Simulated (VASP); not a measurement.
# Au (Pm-3m) in VASP: notebook

Runs on Au. Level: PBE. Tasks: single point.

Everything below comes from runs of VASP 6.6.1. Logs are shortened: lines on timing, memory, paths and dates and some standing lists are left out, and cuts for length are marked.

## (1) The cell of the first run

It takes space group Pm-3m (No. 221, cubic). Conventional cell: a = 2.633 Å, b = 2.633 Å, c = 2.633 Å, α = 90.00°, β = 90.00°, γ = 90.00°. Au (site symmetry m-3m) has 6 Au at 2.63 Å within 3.5 Å.

This isn't the form of Au at room conditions, which is fcc.

## (2) Single point, PBE (18.26 Å³/atom)

INCAR reads:

```
ALGO = Normal
EDIFF = 1E-6
ENCUT = 520
GGA = PE
ISIF = 2
ISMEAR = -1
LASPH = T
LCHARG = T
LELF = T
LREAL = F
LVHAR = T
LWAVE = F
NBANDS = 12
NELM = 60
PREC = Accurate
SIGMA = 0.1
```

KPOINTS reads:

```
k-points
0
Gamma
  13 13 13
```

POSCAR reads:

```
Au
1.0
    2.6333895159      0.0000000000      0.0000000000
    0.0000000000      2.6333895159      0.0000000000
    0.0000000000      0.0000000000      2.6333895159
Au
1
Direct
    0.0000000000      0.0000000000      0.0000000000
```

Potentials or basis: VASP PAW PBE potentials, release 64 (Au).

On the command line:

```sh
cat potpaw_PBE.64/Au/POTCAR > POTCAR
mpirun -np 1 vasp_std > vasp.out
```

OUTCAR:

```text
EDIFF = 1E-6
   ENCUT = 520
   GGA = PE
   ISIF = 2
   ISMEAR = -1
   LASPH = T
   LREAL = F
   NELM = 60
   PREC = Accurate

 ion  position               nearest neighbor table
   1  0.000  0.000  0.000-

  LATTYP: Found a simple cubic cell.
 ALAT       =     2.6333895159

  Lattice vectors:

 A1 = (   2.6333895159,   0.0000000000,   0.0000000000)
 A2 = (   0.0000000000,   2.6333895159,   0.0000000000)
 A3 = (   0.0000000000,   0.0000000000,   2.6333895159)

Analysis of symmetry for initial positions (statically):
=====================================================================
 Subroutine PRICEL returns:
 Original cell was already a primitive cell.

 Routine SETGRP: Setting up the symmetry group for a
 simple cubic supercell.

 Subroutine GETGRP returns: Found 48 space group operations
 (whereof 48 operations were pure point group operations)
 out of a pool of 48 trial point group operations.

The static configuration has the point symmetry O_h .

Analysis of symmetry for dynamics (positions and initial velocities):
=====================================================================
 Subroutine PRICEL returns:
 Original cell was already a primitive cell.

 Routine SETGRP: Setting up the symmetry group for a
 simple cubic supercell.

 Subroutine GETGRP returns: Found 48 space group operations
 (whereof 48 operations were pure point group operations)
 out of a pool of 48 trial point group operations.

The dynamic configuration has the point symmetry O_h .

 Subroutine INISYM returns: Found 48 space group operations
 (whereof 48 operations are pure point group operations),
 and found     1 'primitive' translations

----------------------------------------------------------------------------------------

                                     Primitive cell

  volume of cell :      18.2619

  direct lattice vectors                    reciprocal lattice vectors
     2.633389516  0.000000000  0.000000000     0.379738734  0.000000000  0.000000000
     0.000000000  2.633389516  0.000000000     0.000000000  0.379738734  0.000000000
     0.000000000  0.000000000  2.633389516     0.000000000  0.000000000  0.379738734

  length of vectors
     2.633389516  2.633389516  2.633389516     0.379738734  0.379738734  0.379738734

  position of ions in fractional coordinates (direct lattice)
     0.000000000  0.000000000  0.000000000

  ion indices of the primitive-cell ions
   primitive index   ion index
                 1           1

----------------------------------------------------------------------------------------

 KPOINTS: k-points

Automatic generation of k-mesh.
 Grid dimensions read from file:
 generate k-points for:   13   13   13

 Generating k-lattice:

  Cartesian coordinates                     Fractional coordinates (reciprocal lattice)
     0.029210672  0.000000000  0.000000000     0.076923077  0.000000000  0.000000000
     0.000000000  0.029210672  0.000000000     0.000000000  0.076923077  0.000000000
     0.000000000  0.000000000  0.029210672     0.000000000  0.000000000  0.076923077

  Length of vectors
     0.029210672  0.029210672  0.029210672

  Shift w.r.t. Gamma in fractional coordinates (k-lattice)
     0.000000000  0.000000000  0.000000000

 Subroutine IBZKPT returns following result:
 ===========================================

 Found     84 irreducible k-points:

 Following reciprocal coordinates:
            Coordinates               Weight
  0.000000  0.000000  0.000000      1.000000
  0.076923  0.000000  0.000000      6.000000
  0.153846  0.000000  0.000000      6.000000
  0.230769  0.000000  0.000000      6.000000
  0.307692  0.000000  0.000000      6.000000
  0.384615  0.000000  0.000000      6.000000
[... 16 lines left out ...]
  0.307692  0.307692  0.000000     12.000000
  0.384615  0.307692  0.000000     24.000000
 [... further k-points ...]
   k-points           NKPTS =     84   k-points in BZ     NKDIM =     84   number of bands    NBANDS=     12
   number of dos      NEDOS =    301   number of ions     NIONS =      1
   total plane-waves  NPLWV =   8000
   dimension x,y,z NGX =    20 NGY =   20 NGZ =   20
   dimension x,y,z NGXF=    40 NGYF=   40 NGZF=   40
   ions per type =               1
   NGX,Y,Z   is equivalent  to a cutoff of  12.63, 12.63, 12.63 a.u.
   NGXF,Y,Z  is equivalent  to a cutoff of  25.25, 25.25, 25.25 a.u.
 SYSTEM =  unknown system
   PREC   = accura    normal or accurate (medium, high low for compatibility)
   ISTART =      0    job   : 0-new  1-cont  2-samecut
   ICHARG =      2    charge: 1-file 2-atom 10-const
   ISPIN  =      1    spin polarized calculation?
   LNONCOLLINEAR =      F non collinear calculations
   LSORBIT =      F    spin-orbit coupling
   LASPH  =      T    aspherical Exc in radial PAW
   ENCUT  =  520.0 eV  38.22 Ry    6.18 a.u.   4.90  4.90  4.90*2*pi/ulx,y,z
   NELM   =     60;   NELMIN=  2; NELMDL= -5     # of ELM steps
   EDIFF  = 0.1E-05   stopping-criterion for ELM
   LREAL  =      F    real-space projection
   EDIFFG = 0.1E-04   stopping-criterion for IOM
   NSW    =      0    number of steps for IOM
   IBRION =     -1    ionic relax: 0-MD 1-quasi-New 2-CG
   NFREE  =      0    steps in history (QN), initial steepest desc. (CG)
   ISIF   =      2    stress and relaxation
   ISYM   =      2    0-nonsym 1-usesym 2-fastsym
   POTIM  = 0.5000    time-step for ionic-motion
   TEBEG  =    0.0;   TEEND  =   0.0 temperature during run
   PSTRESS=    0.0 pullay stress
   NELECT =      11.0000    total number of electrons
   NUPDOWN=      -1.0000    fix difference up-down
   EMIN   =  10.00;   EMAX   =-10.00  energy-range for DOS
   EFERMI =   0.00;   METHOD = LEGACY
   ISMEAR =    -1;   SIGMA  =   0.10  broadening in eV -4-tet -1-fermi 0-gaus
   EFERMI_NEDOS =   21; number of points for ismear=-14 and -15
   IALGO  =     38    algorithm
   IMIX   =      4    mixing-type and parameters
     AMIX     =   0.40;   BMIX     =  1.00
     AMIX_MAG =   1.60;   BMIX_MAG =  1.00
  volume/ion in A,a.u.               =      18.26       123.24
  Fermi-wavevector in a.u.,A,eV,Ry     =   1.382581  2.612699 26.007952  1.911531
  Thomas-Fermi vector in A             =   2.507259
   LORBIT       =      0    0 simple, 1 ext, 2 COOP (PROOUT), +10 PAW based schemes
   GGA     = PE    functional components
   LHFCALC =     F    Hartree Fock is set to
   AEXX    =    0.0000 exact exchange contribution
   IVDW    =     0    specifies the selected vdW correction
   LEPSILON=     F    determine dielectric tensor
   LRPA    =     F    only Hartree local field effects (RPA)
 non-spin polarized calculation
  energy-cutoff  :      520.00
  volume of cell :       18.26
 maximum number of plane-waves:       505
 NGX is ok and might be reduce to    20
   NGX =  9   NGY =  9   NGZ =  9

 number of electron      11.0000003 magnetization

 Free energy of the ion-electron system (eV)
  ---------------------------------------------------
  ext. energy  EPLUGINS =         0.00000000
  ---------------------------------------------------
  free energy    TOTEN  =        -2.89938075 eV

  energy without entropy =       -2.88644618  energy(sigma->0) =       -2.89291346

 E-fermi :   8.0453     XC(G=0): -12.1691

 val. band max:        7.9894363204   @ k =   0.4615   0.4615   0.4615
 cond. band min:       8.1062662411   @ k =   0.4615   0.1538   0.0000
 fundamental gap:      0.1168299207
 Fermi energy:         8.0452617961

 k-point     1 :       0.0000    0.0000    0.0000
  band No.  band energies     occupation
      1      -0.7883      2.00000
      2       1.5166      2.00000
      3       1.5166      2.00000
      4       6.6492      2.00000
      5       6.6492      2.00000
      6       6.6492      2.00000
      7      22.6355      0.00000
      8      22.6355      0.00000
      9      22.6355      0.00000
     10      28.1080      0.00000
     11      30.6868      0.00000
     12      30.6868      0.00000

 k-point     2 :       0.0769    0.0000    0.0000
  band No.  band energies     occupation
      1      -0.6281      2.00000
      2       1.5431      2.00000
      3       1.6522      2.00000
      4       6.5276      2.00000
      5       6.5276      2.00000
      6       6.6588      2.00000
      7      21.4452      0.00000
      8      22.9082      0.00000
      9      22.9082      0.00000
     10      28.7682      0.00000
     11      29.9599      0.00000
     12      31.4286      0.00000

 k-point     3 :       0.1538    0.0000    0.0000
  band No.  band energies     occupation
      1      -0.1987      2.00000
      2       1.6175      2.00000
      3       2.0861      2.00000
      4       6.2057      2.00000
      5       6.2057      2.00000
      6       6.6857      2.00000
      7      19.1976      0.00000
      8      23.6711      0.00000
      9      23.6711      0.00000
     10      28.5316      0.00000
     11      29.1983      0.00000
     12      33.8206      0.00000

 k-point     4 :       0.2308    0.0000    0.0000
  band No.  band energies     occupation
      1       0.3574      2.00000
      2       1.7246      2.00000
      3       2.8853      2.00000
      4       5.7840      2.00000
      5       5.7840      2.00000
      6       6.7240      2.00000
      7      16.8428      0.00000
      8      24.7860      0.00000
      9      24.7860      0.00000
     10      27.0941      0.00000
     11      29.1266      0.00000
     12      36.2464      0.00000

 k-point     5 :       0.3077    0.0000    0.0000
  band No.  band energies     occupation
      1       0.8819      2.00000
      2       1.8413      2.00000
      3       4.0737      2.00000
      4       5.3702      2.00000
      5       5.3702      2.00000
      6       6.7648      1.99999
      7      14.6024      0.00000
      8      25.8939      0.00000
      9      26.0770      0.00000
     10      26.0770      0.00000
     11      28.6509      0.00000
     12      36.0312      0.00000
[... 228 lines left out ...]
      1       1.9157      2.00000
      2       2.9114      2.00000
      3       3.9059      2.00000
      4       5.1810      2.00000
      5       6.0091      2.00000
      6       7.0243      1.99993
      7      13.7079      0.00000
      8      20.8442      0.00000
      9      25.1902      0.00000
     10      28.0482      0.00000
     11      29.8773      0.00000
     12      33.8152      0.00000

 k-point    22 :       0.4615    0.2308    0.0000
  band No.  band energies     occupation
      1       2.0529      2.00000
      2       2.8695      2.00000
      3       3.8752      2.00000
      4       5.0140      2.00000
      5       6.0358      2.00000
      6       8.9189      0.00032
      7      11.5350      0.00000
      8      22.1334      0.00000
      9      23.8525      0.00000
     10      27.0854      0.00000
     11      31.1915      0.00000
     12      33.1204      0.00000

 k-point    23 :       0.3077    0.3077    0.0000
  band No.  band energies     occupation
      1       1.9027      2.00000
      2       2.7354      2.00000
      3       4.7422      2.00000
      4       5.5062      2.00000
      5       5.6210      2.00000
      6       6.0510      2.00000
      7      16.0584      0.00000
      8      18.2222      0.00000
      9      25.3158      0.00000
     10      29.3220      0.00000
     11      29.7975      0.00000
     12      31.9931      0.00000

 k-point    24 :       0.3846    0.3077    0.0000
  band No.  band energies     occupation
      1       2.0782      2.00000
      2       2.4545      2.00000
      3       5.1824      2.00000
      4       5.2529      2.00000
      5       5.6252      2.00000
      6       7.5795      1.98121
      7      14.2100      0.00000
      8      18.8309      0.00000
      9      23.8447      0.00000
     10      28.4831      0.00000
     11      31.0232      0.00000
     12      31.6534      0.00000

 [... further k-points ...]

------------------------ aborting loop because EDIFF is reached ----------------------------------------

  FORCE on cell =-STRESS in cart. coord.  units (eV):
  Direction    XX          YY          ZZ          XY          YZ          ZX
  --------------------------------------------------------------------------------------
  -------------------------------------------------------------------------------------
  Total        2.1615403      2.1615403      2.1615403      0.0000000      0.0000000     -0.0000000
  in kB      189.6394157    189.6394157    189.6394157      0.0000000      0.0000000     -0.0000000
  external PRESSURE =     189.6394157 kB  Pullay stress =       0.0000000 kB

 VOLUME and BASIS-vectors are now :
 -----------------------------------------------------------------------------
  energy-cutoff  :      520.00
  volume of cell :       18.26
      direct lattice vectors                 reciprocal lattice vectors
     2.633389516  0.000000000  0.000000000     0.379738734  0.000000000  0.000000000
     0.000000000  2.633389516  0.000000000     0.000000000  0.379738734  0.000000000
     0.000000000  0.000000000  2.633389516     0.000000000  0.000000000  0.379738734

 POSITION                                       TOTAL-FORCE (eV/Angst)
 -----------------------------------------------------------------------------------
      0.00000      0.00000      0.00000         0.000000      0.000000      0.000000
 -----------------------------------------------------------------------------------
    total drift:                               -0.000000      0.000000     -0.000000

  FREE ENERGIE OF THE ION-ELECTRON SYSTEM (eV)
  ---------------------------------------------------
  free  energy   TOTEN  =        -2.8993807450 eV

  energy  without entropy=       -2.8864461765  energy(sigma->0) =       -2.89291346
```

It took 9.8 s on 1 thread of AMD EPYC 7R13 (Zen 3), shared host; peak memory 0.1 GiB.

Results:

| Quantity | Value |
| --- | --- |
| Free energy | -2.8994 eV |
| Pressure | 19.0 GPa |
| Band gap on the k mesh | zero (an odd number of electrons rules out a gap without spin polarisation) |

Caveat: the cell stands under pressure; spin-orbit coupling is left out, which moves the levels of the heavy elements.

## (3) Single point, PBE (19.09 Å³/atom)

This run uses another cell than the first one, of 19.09 Å³/atom.

INCAR reads:

```
SYSTEM = Au
PREC = Accurate ; ENCUT = 520
EDIFF = 1E-6 ; ISMEAR = -1
SIGMA = 0.1 ; LREAL = .FALSE.
LASPH = .TRUE. ; NELM = 80
ALGO = Normal ; ISIF = 2
LWAVE = .FALSE. ; LCHARG = .FALSE.
GGA = PE ; NBANDS = 12
```

KPOINTS reads:

```
Automatic mesh
0
G
  13 13 13
  0 0 0
```

POSCAR reads:

```
Au
1.0
    2.6726996325      0.0000000000      0.0000000000
    0.0000000000      2.6726996325      0.0000000000
    0.0000000000      0.0000000000      2.6726996325
Au
1
Direct
    0.0000000000      0.0000000000      0.0000000000
```

Potentials or basis: VASP PAW PBE potentials, release 64 (Au).

On the command line:

```sh
cat potpaw_PBE.64/Au/POTCAR > POTCAR
mpirun -np 1 vasp_std > vasp.out
```

OUTCAR:

```text
SYSTEM = Au
   PREC = Accurate
   ENCUT = 520
   EDIFF = 1E-6
   ISMEAR = -1
   LREAL = .FALSE.
   LASPH = .TRUE.
   NELM = 80
   ISIF = 2
   GGA = PE

 ion  position               nearest neighbor table
   1  0.000  0.000  0.000-

  LATTYP: Found a simple cubic cell.
 ALAT       =     2.6726996325

  Lattice vectors:

 A1 = (   2.6726996325,   0.0000000000,   0.0000000000)
 A2 = (   0.0000000000,   2.6726996325,   0.0000000000)
 A3 = (   0.0000000000,   0.0000000000,   2.6726996325)

Analysis of symmetry for initial positions (statically):
=====================================================================
 Subroutine PRICEL returns:
 Original cell was already a primitive cell.

 Routine SETGRP: Setting up the symmetry group for a
 simple cubic supercell.

 Subroutine GETGRP returns: Found 48 space group operations
 (whereof 48 operations were pure point group operations)
 out of a pool of 48 trial point group operations.

The static configuration has the point symmetry O_h .

Analysis of symmetry for dynamics (positions and initial velocities):
[... 167 lines left out ...]
      2       1.2138      2.00000
      3       1.2138      2.00000
      4       5.9879      2.00000
      5       5.9879      2.00000
      6       5.9879      2.00000
      7      21.7317      0.00000
      8      21.7317      0.00000
      9      21.7317      0.00000
     10      26.9655      0.00000
     11      29.4938      0.00000
     12      29.4938      0.00000
[... 331 lines left out ...]
 k-point    24 :       0.3846    0.3077    0.0000
  band No.  band energies     occupation
      1       1.7277      2.00000
      2       2.1145      2.00000
      3       4.6470      2.00000
      4       4.7007      2.00000
      5       5.0445      2.00000
      6       6.9663      1.96122
      7      13.3904      0.00000
      8      17.8402      0.00000
      9      22.8520      0.00000
     10      27.5221      0.00000
     11      29.8653      0.00000
     12      30.5926      0.00000

 [... further k-points ...]

------------------------ aborting loop because EDIFF is reached ----------------------------------------

  FORCE on cell =-STRESS in cart. coord.  units (eV):
  Direction    XX          YY          ZZ          XY          YZ          ZX
  --------------------------------------------------------------------------------------
  -------------------------------------------------------------------------------------
  Total        1.2919500      1.2919500      1.2919500      0.0000000     -0.0000000      0.0000000
  in kB      108.4191038    108.4191038    108.4191038      0.0000000     -0.0000000      0.0000000
  external PRESSURE =     108.4191038 kB  Pullay stress =       0.0000000 kB

 VOLUME and BASIS-vectors are now :
 -----------------------------------------------------------------------------
  energy-cutoff  :      520.00
  volume of cell :       19.09
      direct lattice vectors                 reciprocal lattice vectors
     2.672699633  0.000000000  0.000000000     0.374153529  0.000000000  0.000000000
     0.000000000  2.672699633  0.000000000     0.000000000  0.374153529  0.000000000
     0.000000000  0.000000000  2.672699633     0.000000000  0.000000000  0.374153529

 POSITION                                       TOTAL-FORCE (eV/Angst)
 -----------------------------------------------------------------------------------
      0.00000      0.00000      0.00000         0.000000      0.000000      0.000000
 -----------------------------------------------------------------------------------
    total drift:                               -0.000000     -0.000000     -0.000000

  FREE ENERGIE OF THE ION-ELECTRON SYSTEM (eV)
  ---------------------------------------------------
  free  energy   TOTEN  =        -2.9762876160 eV

  energy  without entropy=       -2.9646754308  energy(sigma->0) =       -2.97048152
```

OSZICAR:

```text
N       E                     dE             d eps       ncg     rms          rms(c)
DAV:   1     0.488072565004E+02    0.48807E+02   -0.54798E+03  2136   0.805E+02
DAV:   2    -0.257989546054E+01   -0.51387E+02   -0.48310E+02  2348   0.183E+02
DAV:   3    -0.327199536740E+01   -0.69210E+00   -0.69152E+00  2420   0.203E+01
DAV:   4    -0.327479457401E+01   -0.27992E-02   -0.27990E-02  2276   0.148E+00
DAV:   5    -0.327482006600E+01   -0.25492E-04   -0.25492E-04  2424   0.137E-01    0.809E+00
DAV:   6    -0.299125247731E+01    0.28357E+00   -0.86113E-01  2124   0.725E+00    0.553E+00
DAV:   7    -0.297913337313E+01    0.12119E-01   -0.21473E-02  2368   0.120E+00    0.295E+00
DAV:   8    -0.297628136613E+01    0.28520E-02   -0.10333E-03  2264   0.240E-01    0.107E-01
DAV:   9    -0.297628196434E+01   -0.59821E-06   -0.38129E-05  2304   0.483E-02    0.137E-02
DAV:  10    -0.297628763728E+01   -0.56729E-05   -0.29936E-06  2320   0.161E-02    0.766E-04
DAV:  11    -0.297628761598E+01    0.21301E-07   -0.43565E-08  1184   0.149E-03
   1 F= -.29762876E+01 E0= -.29704815E+01  d E =-.116122E-01
```

Wall time 8.6 s (1 thread of AMD EPYC 7R13 (Zen 3), shared host); peak memory 0.11 GiB.

Results:

```
Free energy            : -2.9763 eV
Pressure               : 10.8 GPa
Band gap on the k mesh : zero (an odd number of electrons rules out a gap without spin polarisation)
```

Caveat: the cell stands under pressure; spin-orbit coupling is left out, which moves the levels of the heavy elements.

[end of part 1 of 2]
